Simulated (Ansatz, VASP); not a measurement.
## Two plane-wave programs on Ag

Contents of INCAR:

```
SYSTEM = Ag
PREC = Accurate
ENCUT = 520
EDIFF = 1E-6
ISMEAR = 0
SIGMA = 0.1
LREAL = .FALSE.
LASPH = .TRUE.
NELM = 150
ALGO = Normal
ISIF = 2
LWAVE = .FALSE.
LCHARG = .FALSE.
MAGMOM = 0 0 0
LORBIT = 11
LSORBIT = .TRUE.
GGA_COMPAT = .FALSE.
LORBMOM = .TRUE.
LMAXMIX = 4
GGA = PE
ALDAC = 0.0
AGGAC = 0.0
NBANDS = 22
```

Contents of KPOINTS:

```
Automatic mesh
0
G
  11 11 11
  0 0 0
```

Contents of POSCAR:

```
Ag
1.0
    0.0000000000      2.2004857315      2.2004857315
    2.2004857315      0.0000000000      2.2004857315
    2.2004857315      2.2004857315      0.0000000000
Ag
1
Direct
    0.0000000000      0.0000000000      0.0000000000
```

File input.yaml:

```yaml
crystal:
  lattice:
    - [0.0, 2.2004857315, 2.2004857315]
    - [2.2004857315, 0.0, 2.2004857315]
    - [2.2004857315, 2.2004857315, 0.0]
  atoms:
    - { symbol: Ag, position: [0.0, 0.0, 0.0] }
hamiltonian:
  xc: { exchange: pbe, correlation: none }
  pseudopotentials: { kind: paw_fr }
kpoints:
  mp_grid: { grid: [11, 11, 11] }
scf:
  occupations: { method: gaussian, width: 0.1 }
  convergence: { dr2_threshold: 1.0e-08 }
output:
  forces: true
  stress: true
  eigenvalues: true
  write_density: true
  write_potential: true
  elf: true
  volumetric_format: npy
magnetization:
  noncollinear: true
  spin_orbit: true
basis:
  ecutrho_ratio: 8
```

Alike in both runs: functional PBE exchange alone; k mesh 11 × 11 × 11; occupations gaussian, width 0.1 eV; non-collinear spin, spin-orbit coupling.

```csv
,VASP,Ansatz
version,VASP 6.6.1,Ansatz 0.2.0
potentials or method,"VASP PAW PBE potentials, release 64 (Ag)",Ansatz PAW
plane-wave cutoff (eV),520,420
valence electrons in the cell,11,19
task,single point,electron localisation function
```

|  | VASP | Ansatz | Ansatz less VASP |
| --- | --- | --- | --- |
| pressure (GPa) | 2.2 | 2.2 | +0.08 |

VASP's potentials were made for PBE, not for PBE exchange alone. VASP's potentials hold 11 valence electrons a cell and Ansatz's 19, so a difference there can come from the potentials and not from the codes.
